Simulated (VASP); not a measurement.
# La2S (I4/mmm) in VASP: further runs

Runs on La2S. Level: PBE. Tasks: single point, relaxation of cell and atoms.

Program: VASP 6.6.1. These are calculated values, not measurements. Logs are shortened: lines on timing, memory, paths and dates and some standing lists are left out, and cuts for length are marked.

## Step 1: The cell of the first run

Symmetry: I4/mmm, No. 139, tetragonal system. The conventional cell has a = 4.000 Å, b = 4.000 Å, c = 9.957 Å, α = 90.00°, β = 90.00°, γ = 90.00°. Within 4.3 Å of La (site symmetry 4mm) lie 9 La at 3.26 to 4.00 Å and 5 S at 3.29 to 3.30 Å. Within 4.3 Å of S (site symmetry 4/mmm) lie 10 La at 3.29 to 3.30 Å and 4 S at 4.00 Å.

The cell was generated, and may not be a known phase.

## Step 2: Single point, PBE

File INCAR:

```
PREC = Accurate
ENCUT = 520
EDIFF = 1E-6
ISMEAR = 0
SIGMA = 0.1
LREAL = False
LASPH = True
NELM = 60
ALGO = Normal
ISIF = 2
LWAVE = False
LCHARG = False
GGA = PE
NBANDS = 21
```

File KPOINTS:

```
Automatic mesh
0
Gamma
  6 6 6
```

File POSCAR:

```
La2S
1.0
   -2.0002372900      2.0002372900      4.9787457100
    2.0002372900     -2.0002372900      4.9787457100
    2.0002372900      2.0002372900     -4.9787457100
La S
2 1
Direct
    0.6683896800      0.6683896800      0.0000000000
    0.3316103200      0.3316103200      0.0000000000
    0.0000000000      0.0000000000      0.0000000000
```

Potentials or basis: VASP PAW PBE potentials, release 64 (La, S).

Launch:

```console
> cat potpaw_PBE.64/La/POTCAR potpaw_PBE.64/S/POTCAR > POTCAR
> mpirun -np 1 vasp_std > vasp.out
```

OUTCAR:

```text
PREC = Accurate
   ENCUT = 520
   EDIFF = 1E-6
   ISMEAR = 0
   LREAL = False
   LASPH = True
   NELM = 60
   ISIF = 2
   GGA = PE

 ion  position               nearest neighbor table
   1  0.668  0.668  0.000-   2 3.26   2 3.26   2 3.26   2 3.26   2 3.35
   2  0.332  0.332  0.000-   1 3.26   1 3.26   1 3.26   1 3.26   1 3.35
   3  0.000  0.000  0.000-

  LATTYP: Found a body centered tetragonal cell.
 ALAT       =     4.0004745800
 C/A-ratio  =     2.4890775384

  Lattice vectors:

 A1 = (  -2.0002372900,   2.0002372900,   4.9787457100)
 A2 = (   2.0002372900,  -2.0002372900,   4.9787457100)
 A3 = (   2.0002372900,   2.0002372900,  -4.9787457100)

Analysis of symmetry for initial positions (statically):
=====================================================================
 Subroutine PRICEL returns:
 Original cell was already a primitive cell.

 Routine SETGRP: Setting up the symmetry group for a
 body centered tetragonal supercell.

 Subroutine GETGRP returns: Found 16 space group operations
 (whereof 16 operations were pure point group operations)
 out of a pool of 16 trial point group operations.

The static configuration has the point symmetry D_4h.

Analysis of symmetry for dynamics (positions and initial velocities):
=====================================================================
 Subroutine PRICEL returns:
 Original cell was already a primitive cell.

 Routine SETGRP: Setting up the symmetry group for a
 body centered tetragonal supercell.

 Subroutine GETGRP returns: Found 16 space group operations
 (whereof 16 operations were pure point group operations)
 out of a pool of 16 trial point group operations.

The dynamic configuration has the point symmetry D_4h.

 Subroutine INISYM returns: Found 16 space group operations
 (whereof 16 operations are pure point group operations),
 and found     1 'primitive' translations

----------------------------------------------------------------------------------------

                                     Primitive cell

  volume of cell :      79.6788

  direct lattice vectors                    reciprocal lattice vectors
    -2.000237290  2.000237290  4.978745710     0.000000000  0.249970342  0.100426900
     2.000237290 -2.000237290  4.978745710     0.249970342  0.000000000  0.100426900
     2.000237290  2.000237290 -4.978745710     0.249970342  0.249970342  0.000000000
[... 78 lines left out ...]
   ISTART =      0    job   : 0-new  1-cont  2-samecut
   ICHARG =      2    charge: 1-file 2-atom 10-const
   ISPIN  =      1    spin polarized calculation?
   LNONCOLLINEAR =      F non collinear calculations
   LSORBIT =      F    spin-orbit coupling
   LASPH  =      T    aspherical Exc in radial PAW
   ENCUT  =  520.0 eV  38.22 Ry    6.18 a.u.  10.65 10.65 10.65*2*pi/ulx,y,z
   NELM   =     60;   NELMIN=  2; NELMDL= -5     # of ELM steps
   EDIFF  = 0.1E-05   stopping-criterion for ELM
   LREAL  =      F    real-space projection
   EDIFFG = 0.1E-04   stopping-criterion for IOM
   NSW    =      0    number of steps for IOM
   IBRION =     -1    ionic relax: 0-MD 1-quasi-New 2-CG
   NFREE  =      0    steps in history (QN), initial steepest desc. (CG)
   ISIF   =      2    stress and relaxation
   ISYM   =      2    0-nonsym 1-usesym 2-fastsym
   POTIM  = 0.5000    time-step for ionic-motion
   TEBEG  =    0.0;   TEEND  =   0.0 temperature during run
   PSTRESS=    0.0 pullay stress
   NELECT =      28.0000    total number of electrons
   NUPDOWN=      -1.0000    fix difference up-down
   EMIN   =  10.00;   EMAX   =-10.00  energy-range for DOS
   EFERMI =   0.00;   METHOD = LEGACY
   ISMEAR =     0;   SIGMA  =   0.10  broadening in eV -4-tet -1-fermi 0-gaus
   EFERMI_NEDOS =   21; number of points for ismear=-14 and -15
   IALGO  =     38    algorithm
   IMIX   =      4    mixing-type and parameters
     AMIX     =   0.40;   BMIX     =  1.00
     AMIX_MAG =   1.60;   BMIX_MAG =  1.00
  volume/ion in A,a.u.               =      26.56       179.23
  Fermi-wavevector in a.u.,A,eV,Ry     =   1.155260  2.183125 18.158694  1.334626
  Thomas-Fermi vector in A             =   2.291890
   LORBIT       =      0    0 simple, 1 ext, 2 COOP (PROOUT), +10 PAW based schemes
   GGA     = PE    functional components
   LHFCALC =     F    Hartree Fock is set to
   AEXX    =    0.0000 exact exchange contribution
   IVDW    =     0    specifies the selected vdW correction
   LEPSILON=     F    determine dielectric tensor
   LRPA    =     F    only Hartree local field effects (RPA)
 non-spin polarized calculation
 Gauss-broadening in eV      SIGMA  =   0.10
  energy-cutoff  :      520.00
  volume of cell :       79.68
 maximum number of plane-waves:      2175
 NGX is ok and might be reduce to    48
   NGX = 21   NGY = 21   NGZ = 21

 number of electron      28.0000000 magnetization

 Free energy of the ion-electron system (eV)
  ---------------------------------------------------
  ext. energy  EPLUGINS =         0.00000000
  ---------------------------------------------------
  free energy    TOTEN  =       -15.95171052 eV

  energy without entropy =      -15.93548167  energy(sigma->0) =      -15.94359610

 E-fermi :   9.6301     XC(G=0): -10.2871

 val. band max:        9.5744506751   @ k =   0.3333   0.3333   0.0000
 cond. band min:       9.6379743779   @ k =  -0.1667   0.1667   0.1667
 fundamental gap:      0.0635237029
 Fermi energy:         9.6301322786

 k-point     1 :       0.0000    0.0000    0.0000
  band No.  band energies     occupation
      1     -23.7212      2.00000
      2     -23.0383      2.00000
      3      -8.0870      2.00000
      4      -7.5771      2.00000
      5      -7.5771      2.00000
      6      -6.6146      2.00000
[... 565 lines left out ...]
     20      10.9417      0.00000
     21      11.0264      0.00000

 [... further k-points ...]
[... 5 lines left out ...]
  --------------------------------------------------------------------------------------
  -------------------------------------------------------------------------------------
  Total       -0.2256319     -0.2256319      0.7241679      0.0000000      0.0000000     -0.0000000
  in kB       -4.5369927     -4.5369927     14.5615254      0.0000000      0.0000000     -0.0000000
  external PRESSURE =       1.8291800 kB  Pullay stress =       0.0000000 kB

 VOLUME and BASIS-vectors are now :
 -----------------------------------------------------------------------------
  energy-cutoff  :      520.00
  volume of cell :       79.68
      direct lattice vectors                 reciprocal lattice vectors
    -2.000237290  2.000237290  4.978745710     0.000000000  0.249970342  0.100426900
     2.000237290 -2.000237290  4.978745710     0.249970342  0.000000000  0.100426900
     2.000237290  2.000237290 -4.978745710     0.249970342  0.249970342  0.000000000

 POSITION                                       TOTAL-FORCE (eV/Angst)
 -----------------------------------------------------------------------------------
      0.00000      0.00000      6.65548        -0.000000     -0.000000     -0.869725
      0.00000      0.00000      3.30201         0.000000      0.000000      0.869725
      0.00000      0.00000      0.00000        -0.000000     -0.000000     -0.000000
 -----------------------------------------------------------------------------------
    total drift:                               -0.000000     -0.000000      0.000000

  FREE ENERGIE OF THE ION-ELECTRON SYSTEM (eV)
  ---------------------------------------------------
  free  energy   TOTEN  =       -15.9517105188 eV

  energy  without entropy=      -15.9354816735  energy(sigma->0) =      -15.94359610
```

Wall time 51 s (1 thread of Intel Xeon 6975P-C (Granite Rapids), shared host); peak memory 0.35 GiB.

What came out:

* Free energy: -15.9517 eV
* Pressure: 0.2 GPa
* Largest force: 0.870 eV/Å
* Band gap on the k mesh: zero (bands 14 and 15 overlap by 1.12 eV)

Forces in eV/Å, atoms in the order of the input:
```
La   0.000  0.000 -0.870
La   0.000  0.000  0.870
S    0.000  0.000  0.000
```

Caveat: spin-orbit coupling is left out, which moves the levels of the heavy elements.

## Step 3: Single point, PBE

This run uses another cell than the first one, of 29.29 Å³/atom.

File INCAR:

```
ALGO = Normal
EDIFF = 1E-6
ENCUT = 520
GGA = PE
ISIF = 2
ISMEAR = 0
LASPH = T
LCHARG = F
LREAL = F
LWAVE = F
NBANDS = 21
NELM = 80
PREC = Accurate
SIGMA = 0.1
```

File KPOINTS:

```
k-points
0
Gamma
  6 6 6
```

File POSCAR:

```
La2S
1.0
   -1.8051461901      1.8051461901      6.7408959463
    1.8051461901     -1.8051461901      6.7408959463
    1.8051461901      1.8051461901     -6.7408959463
La S
2 1
Direct
    0.6269823453      0.6269823453      0.0000000000
    0.3730176547      0.3730176547      0.0000000000
    0.0000000000      0.0000000000      0.0000000000
```

Potentials or basis: VASP PAW PBE potentials, release 64 (La, S).

Launch:

```console
> cat potpaw_PBE.64/La/POTCAR potpaw_PBE.64/S/POTCAR > POTCAR
> mpirun -np 1 vasp_std > vasp.out
```

Wall time 90 s (1 thread of Intel Xeon 6975P-C (Granite Rapids), shared host); peak memory 0.43 GiB.

Results (log left out):

| Property | Result |
| --- | --- |
| Free energy | -17.1224 eV |
| Pressure | 0.1 GPa |
| Largest force | 0.013 eV/Å |
| Band gap on the k mesh | zero (bands 14 and 15 overlap by 1.10 eV) |

Forces in eV/Å, atoms in the order of the input:
```
La   0.000  0.000  0.013
La   0.000  0.000 -0.013
S    0.000  0.000  0.000
```

Stress tensor (GPa, compression positive):
```
 0.21  0.00  0.00
 0.00  0.21  0.00
 0.00  0.00 -0.12
```

Levels at points of the mesh, in eV from the Fermi level:
| k point | band 10 | band 11 | band 12 | band 13 | band 14 | band 15 | band 16 | band 17 | band 18 | band 19 |
| --- | --- | --- | --- | --- | --- | --- | --- | --- | --- | --- |
| (0.00, 0.00, 0.00) | -4.85 | -3.04 | -3.04 | -1.54 | -1.13 | -0.67 | -0.38 | 0.88 | 1.57 | 1.58 |
| (0.50, 0.00, 0.00) | -5.09 | -3.64 | -3.17 | -0.88 | -0.26 | -0.06 | 0.30 | 1.38 | 1.48 | 1.53 |
| (0.50, 0.50, 0.00) | -5.21 | -5.07 | -4.87 | -0.64 | 0.11 | 0.89 | 0.95 | 1.14 | 1.64 | 1.65 |
| (0.50, 0.50, 0.50) | -5.02 | -3.07 | -3.07 | -1.41 | -1.22 | -0.26 | -0.15 | 1.17 | 1.32 | 1.67 |

Caveat: spin-orbit coupling is left out, which moves the levels of the heavy elements.

## Step 4: Relaxation of cell and atoms, PBE

File INCAR:

```
PREC = Accurate
ENCUT = 600
EDIFF = 1E-6
ISMEAR = 0
SIGMA = 0.1
LREAL = False
LASPH = True
NELM = 80
ALGO = Normal
ISIF = 3
LWAVE = False
LCHARG = False
GGA = PE
IBRION = 2
NSW = 90
EDIFFG = -0.04
```

File KPOINTS:

```
Automatic mesh
0
Gamma
  6 6 6
```

File POSCAR:

```
La2S
1.0
   -2.0002372900      2.0002372900      4.9787457100
    2.0002372900     -2.0002372900      4.9787457100
    2.0002372900      2.0002372900     -4.9787457100
La S
2 1
Direct
    0.6683896800      0.6683896800      0.0000000000
    0.3316103200      0.3316103200      0.0000000000
    0.0000000000      0.0000000000      0.0000000000
```

Launch:

```console
> cat potpaw_PBE.64/La/POTCAR potpaw_PBE.64/S/POTCAR > POTCAR
> mpirun -np 1 vasp_std > vasp.out
```

Wall time 8.4 min (1 thread of Intel Xeon 6975P-C (Granite Rapids), shared host); peak memory 0.41 GiB.

It converged, with:

- Free energy: -17.1201 eV
- Relaxed volume: 29.32 Å³/atom
- Relaxed cell: a = 7.173 Å, b = 7.173 Å, c = 7.173 Å, α = 150.74°, β = 150.74°, γ = 41.86°
- Space group after relaxing (to 0.1 Å): I4/mmm (No. 139)
- Energy gained by relaxing: 389.1 meV/atom
- Ionic steps: 17
- Pressure after relaxing: 0.0 GPa
- Band gap on the k mesh: zero (bands 14 and 15 overlap by 1.09 eV)

Stress tensor (GPa, compression positive):
```
-0.01  0.00  0.00
 0.00 -0.01  0.00
 0.00  0.00  0.11
```

The path:
| step | energy change (eV) | largest force (eV/Å) | pressure (GPa) | volume (Å³) |
| --- | --- | --- | --- | --- |
| 1 | 0.0000 | 0.8716 | 0.20 | 79.68 |
| 2 | -0.0886 | 1.0183 | 0.46 | 80.06 |
| 3 | -0.4158 | 0.9151 | 1.06 | 81.12 |
| 4 | -0.5824 | 1.2675 | 2.52 | 82.94 |
| 5 | -0.6387 | 0.4729 | 1.45 | 82.38 |
| 6 | -0.7030 | 0.5568 | 1.35 | 83.57 |
| 7 | -0.8904 | 0.7648 | 0.65 | 86.92 |
| 8 | -0.9535 | 1.2916 | -0.58 | 92.69 |
| 9 | -0.9859 | 1.1843 | -0.39 | 91.02 |
| 10 | -1.0983 | 0.6184 | -0.89 | 91.36 |
| 11 | -1.1056 | 0.5000 | -0.97 | 91.41 |
| 12 | -1.1315 | 0.4616 | -0.12 | 89.43 |
| 13 | -1.1447 | 0.3881 | 1.25 | 86.71 |
| 14 | -1.1612 | 0.1895 | 0.70 | 87.16 |
| 15 | -1.1668 | 0.0125 | 0.27 | 87.59 |
| 16 | -1.1668 | 0.0066 | 0.22 | 87.63 |
| 17 | -1.1672 | 0.0008 | 0.03 | 87.97 |

Final structure:
```yaml
crystal:
  lattice:
    - [-1.81179, 1.81179, 6.69996]
    - [1.81179, -1.81179, 6.69996]
    - [1.81179, 1.81179, -6.69996]
  atoms:
    - { symbol: La, position: [0.62721, 0.62721, 0.00000] }
    - { symbol: La, position: [0.37279, 0.37279, 0.00000] }
    - { symbol: S, position: [0.00000, 0.00000, 0.00000] }
```

Levels at points of the mesh, in eV from the Fermi level:
```csv
k point,band 10,band 11,band 12,band 13,band 14,band 15,band 16,band 17,band 18
"(0.00, 0.00, 0.00)",-4.84,-3.06,-3.06,-1.54,-1.12,-0.66,-0.34,0.89,1.65
"(0.50, 0.00, 0.00)",-5.09,-3.63,-3.20,-0.90,-0.27,-0.06,0.31,1.38,1.52
"(0.50, 0.50, 0.00)",-5.20,-5.06,-4.85,-0.64,0.11,0.90,0.93,1.15,1.63
"(0.50, 0.50, 0.50)",-5.01,-3.09,-3.09,-1.41,-1.21,-0.23,-0.11,1.16,1.32
```

Caveat: a cell axis changed by over 15 % at a fixed basis, so the end point is rough; spin-orbit coupling is left out, which moves the levels of the heavy elements.

## Step 5: Single point, PBE

This run uses another cell than the first one, of 29.35 Å³/atom.

File INCAR:

```
ALGO = Normal ; EDIFF = 1E-6
ENCUT = 520 ; GGA = PE
ISIF = 2 ; ISMEAR = 0
LASPH = T ; LCHARG = F
LREAL = F ; LWAVE = F
NBANDS = 21 ; NELM = 80
PREC = Accurate ; SIGMA = 0.1
```

File KPOINTS:

```
k-points
0
Gamma
  18 18 18
```

File POSCAR:

```
La2S
1.0
   -1.8053172028      1.8053172028      6.7538022447
    1.8053172028     -1.8053172028      6.7538022447
    1.8053172028      1.8053172028     -6.7538022447
La S
2 1
Direct
    0.6271940390      0.6271940390      0.0000000000
    0.3728059610      0.3728059610      0.0000000000
    0.0000000000      0.0000000000      0.0000000000
```

Launch:

```console
> cat potpaw_PBE.64/La/POTCAR potpaw_PBE.64/S/POTCAR > POTCAR
> mpirun -np 1 vasp_std > vasp.out
```

Wall time 20 min (1 thread of Intel Xeon 6975P-C (Granite Rapids), shared host); peak memory 1.1 GiB.

Results (log left out):

```yaml
Free_energy: -17.1256 eV
Pressure: -0.1 GPa
Band_gap_on_the_k_mesh: zero (bands 14 and 15 overlap by 1.28 eV)
```

Forces in eV/Å, atoms in the order of the input:
```
La   0.000  0.000  0.002
La   0.000  0.000 -0.002
S    0.000  0.000  0.000
```

Levels at points of the mesh, in eV from the Fermi level:
```tsv
k point	band 11	band 12	band 13	band 14	band 15	band 16	band 17	band 18
(0.00, 0.00, 0.00)	-3.05	-3.05	-1.57	-1.14	-0.70	-0.41	0.84	1.53
(0.50, 0.00, 0.00)	-3.66	-3.17	-0.90	-0.29	-0.09	0.26	1.34	1.44
(0.50, 0.50, 0.00)	-5.08	-4.89	-0.68	0.07	0.85	0.91	1.10	1.60
(0.50, 0.50, 0.50)	-3.08	-3.08	-1.42	-1.25	-0.30	-0.18	1.13	1.28
```

Caveat: spin-orbit coupling is left out, which moves the levels of the heavy elements.

## Step 6: Summary

| task | cell | k mesh | cutoff (eV) | gap on the mesh (eV) | pressure (GPa) | largest force (eV/Å) |
| --- | --- | --- | --- | --- | --- | --- |
| single point | a = 5.726 Å, angles 139.1, 139.1, 59.2°, 3 atoms, atomic positions A | 6 × 6 × 6 | 520 | none | 0.2 | 0.87 |
| single point | a = 7.208 Å, angles 151.0, 151.0, 41.5°, 3 atoms, atomic positions B | 6 × 6 × 6 | 520 | none | 0.1 | 0.01 |
| relaxation of cell and atoms | relaxed from a = 5.726 Å, angles 139.1, 139.1, 59.2°, 3 atoms, atomic positions A | 6 × 6 × 6 | 600 | none | 0.0 | - |
| single point | a = 7.220 Å, angles 151.0, 151.0, 41.4°, 3 atoms, atomic positions C | 18 × 18 × 18 | 520 | none | -0.1 | - |

Alike in all rows: level PBE; potentials or basis VASP PAW PBE potentials, release 64 (La, S); no spin polarisation; smearing gaussian 0.1 eV.

Caveats: spin-orbit coupling is left out, which moves the levels of the heavy elements; a cell axis changed by over 15 % at a fixed basis, so the end point is rough (at least some runs).

Total energies depend on the potentials used, so only differences within one code and one set of settings carry meaning.

The gap in the log of VASP goes by the Fermi energy; the results here count the filled bands.